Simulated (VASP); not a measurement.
# Be8Se7S (P1) in VASP: a series of runs, part 2 of 2

VASP 6.6.1. The steps go on from the part before.

## Step 3: Relaxation of volume and atoms at fixed shape, PBEsol

INCAR

```
ALGO = Normal
EDIFF = 1E-7
EDIFFG = -0.03
ENCUT = 500
GGA = PS
GGA_COMPAT = F
IBRION = 2
ISIF = 8
ISMEAR = -1
ISYM = -1
LASPH = T
LCHARG = F
LREAL = Auto
LWAVE = F
NELM = 120
NELMIN = 4
NSW = 100
PREC = Accurate
SIGMA = 0.05
```

KPOINTS

```
explicit points
1
Reciprocal
  0.25000000   0.25000000   0.25000000 1
```

POSCAR

```
Be8Se7S
1.0
   10.1878450000      0.0000000000      0.0000000000
    0.0000000000     10.1878450000      0.0000000000
    0.0000000000      0.0000000000     10.1878450000
Be Se S
32 28 4
Direct
    0.9976380000      0.9998450000      0.9987220000
    0.9996110000      0.0018490000      0.5013580000
    0.0000140000      0.4997200000      0.0026790000
    0.0026380000      0.4997300000      0.5028490000
    0.4995680000      0.9977070000      0.0015110000
    0.4991180000      0.0001080000      0.4982710000
    0.5010560000      0.4982010000      0.9965150000
    0.4942360000      0.5009990000      0.5015050000
    0.2520010000      0.2521980000      0.9994100000
    0.2479660000      0.2499580000      0.4961960000
    0.2512650000      0.7480190000      0.0022950000
    0.2517110000      0.7512050000      0.4941420000
    0.7506200000      0.2487420000      0.0004470000
    0.7490570000      0.2477000000      0.4995190000
    0.7518220000      0.7505940000      0.0026650000
    0.7482120000      0.7508810000      0.5004750000
    0.2530680000      0.0067810000      0.2488550000
    0.2516120000      0.9975500000      0.7466440000
    0.2494210000      0.4957660000      0.2473380000
    0.2488240000      0.5009250000      0.7477060000
    0.7507760000      0.0019380000      0.2476690000
    0.7488260000      0.9992490000      0.7545420000
    0.7519350000      0.5020560000      0.2528640000
    0.7520400000      0.4959940000      0.7495350000
    0.9989470000      0.2495630000      0.2509720000
    0.9964610000      0.2506090000      0.7559460000
    0.9965450000      0.7527440000      0.2492820000
    0.9980080000      0.7512450000      0.7544870000
    0.5030320000      0.2486610000      0.2487120000
    0.5017990000      0.2493250000      0.7530690000
    0.5021460000      0.7480850000      0.2513550000
    0.4995570000      0.7524790000      0.7508520000
    0.1220850000      0.1278500000      0.1248770000
    0.1271560000      0.1253010000      0.6262470000
    0.1218970000      0.6262360000      0.1253170000
    0.1289100000      0.6247810000      0.6266020000
    0.6241350000      0.1259730000      0.1232230000
    0.6262510000      0.1265980000      0.6239480000
    0.6291960000      0.6299840000      0.1245260000
    0.6242850000      0.6275080000      0.6263890000
    0.3742310000      0.3753740000      0.1239430000
    0.3731520000      0.8742070000      0.1251470000
    0.3773830000      0.8779780000      0.6242820000
    0.8718970000      0.3755720000      0.1254270000
    0.8748450000      0.3752840000      0.6244610000
    0.8744510000      0.8762830000      0.1240860000
    0.8728750000      0.8754920000      0.6262030000
    0.3752050000      0.1242640000      0.3728610000
    0.3715140000      0.1261660000      0.8741710000
    0.3768450000      0.6225440000      0.3774180000
    0.3747120000      0.6226370000      0.8729640000
    0.8735490000      0.1231030000      0.3763050000
    0.8746280000      0.6213130000      0.3716690000
    0.8763240000      0.6277750000      0.8743140000
    0.1241900000      0.3726780000      0.3750520000
    0.1256000000      0.3754130000      0.8720190000
    0.1249940000      0.8721380000      0.3744020000
    0.1265110000      0.8741470000      0.8739400000
    0.6218520000      0.3756620000      0.3738740000
    0.6277370000      0.8785200000      0.3763090000
    0.3777880000      0.3766530000      0.6233310000
    0.8737620000      0.1246210000      0.8751000000
    0.6252610000      0.3726190000      0.8737190000
    0.6256670000      0.8742910000      0.8758680000
```

Potentials or basis: VASP PAW PBE potentials, release 64 (Be, Se, S).

On the command line:

```
cat potpaw_PBE.64/Be/POTCAR potpaw_PBE.64/Se/POTCAR potpaw_PBE.64/S/POTCAR > POTCAR
mpirun -np 1 vasp_std > vasp.out
```

It took 38 min on 1 thread of Intel Xeon 6975P-C (Granite Rapids), shared host; peak memory 1.2 GiB.

Results (log left out):

* Free energy: -306.5324 eV
* Relaxed volume: 16.56 Å³/atom
* Relaxed cell: a = 10.196 Å, b = 10.196 Å, c = 10.196 Å, α = 90.00°, β = 90.00°, γ = 90.00°
* Space group after relaxing (to 0.1 Å): P1 (No. 1)
* Energy gained by relaxing: 12.4 meV/atom
* Ionic steps: 10
* Pressure after relaxing: 0.0 GPa
* Largest force after relaxing: 0.029 eV/Å
* Band gap on the k mesh: 3.25 eV

Forces in eV/Å, atoms in the order of the input:
```
Be  -0.001  0.001 -0.005
Be   0.001 -0.002 -0.014
Be   0.007 -0.003  0.001
Be  -0.009  0.002 -0.010
Be   0.008  0.004 -0.003
Be  -0.002 -0.009  0.004
Be  -0.011 -0.001  0.007
Be   0.017 -0.002 -0.017
Be  -0.004 -0.005  0.012
Be   0.010  0.010  0.009
Be  -0.004  0.018 -0.005
Be  -0.010 -0.001  0.027
Be   0.001  0.008  0.006
Be  -0.001  0.001 -0.015
Be  -0.012  0.002 -0.006
Be   0.002  0.007 -0.018
Be   0.004 -0.013  0.014
Be  -0.007  0.002  0.013
Be  -0.003  0.007  0.002
Be  -0.004 -0.004  0.010
Be  -0.008 -0.002  0.020
Be   0.010 -0.001 -0.011
Be   0.008 -0.010 -0.005
Be  -0.006 -0.002  0.007
Be   0.007  0.004 -0.013
Be   0.010  0.002 -0.002
Be   0.007 -0.014 -0.007
Be  -0.004 -0.001 -0.003
Be   0.005 -0.007  0.012
Be  -0.005  0.007 -0.008
Be   0.001  0.014 -0.008
Be   0.004  0.003  0.005
Se   0.005 -0.010  0.007
Se  -0.001 -0.005  0.000
Se   0.003 -0.006 -0.022
Se  -0.010 -0.016  0.010
Se   0.000  0.002  0.009
Se   0.003 -0.004 -0.015
Se  -0.013 -0.006 -0.001
Se   0.005  0.006 -0.003
Se  -0.004 -0.010  0.013
Se   0.009  0.002 -0.014
Se  -0.003  0.003  0.009
Se   0.017  0.005 -0.004
Se  -0.008  0.000  0.000
Se  -0.007 -0.002  0.005
Se  -0.004 -0.003 -0.014
Se   0.002 -0.002  0.012
Se   0.003  0.007  0.003
Se   0.001  0.006  0.007
Se  -0.001  0.010  0.003
Se  -0.001  0.002 -0.003
Se  -0.014 -0.004 -0.009
Se   0.010  0.001 -0.009
Se   0.003  0.004  0.001
Se   0.001 -0.002  0.008
Se   0.009 -0.002  0.005
Se  -0.011 -0.002  0.000
Se   0.006 -0.011 -0.006
Se  -0.005 -0.006  0.005
S   -0.007  0.000  0.005
S    0.002  0.008 -0.003
S   -0.001  0.015  0.006
S    0.000  0.004 -0.006
```

Stress tensor (GPa, compression positive):
```
 0.01 -0.64 -0.64
-0.64  0.00 -0.63
-0.64 -0.63  0.00
```

The path:
```csv
step,energy change (eV),largest force (eV/Å),pressure (GPa),volume (Å³)
1,0.0000,0.9812,0.46,1057.42
2,-0.5617,0.5594,-0.28,1064.66
3,-0.6410,0.3442,-0.61,1068.67
4,-0.7371,0.2017,0.10,1059.01
5,-0.7490,0.1614,0.46,1054.22
6,-0.7828,0.0940,0.03,1059.64
7,-0.7846,0.0999,-0.09,1061.18
8,-0.7923,0.0564,-0.03,1060.37
9,-0.7940,0.0581,0.02,1059.78
10,-0.7962,0.0291,0.00,1059.97
```

Levels at points of the mesh, in eV from the valence-band top:
| k point | band 124 | band 125 | band 126 | band 127 | band 128 | band 129 | band 130 | band 131 | band 132 | band 133 |
| --- | --- | --- | --- | --- | --- | --- | --- | --- | --- | --- |
| (0.25, 0.25, 0.25) | -0.49 | -0.45 | -0.40 | -0.01 | 0.00 | 3.25 | 3.29 | 3.33 | 3.95 | 3.96 |

Caveat: the PAW data sets were made with another functional, which shifts forces and pressure a little; a shifted mesh leaves out Γ, where band edges can lie. A k mesh can miss the band edges.
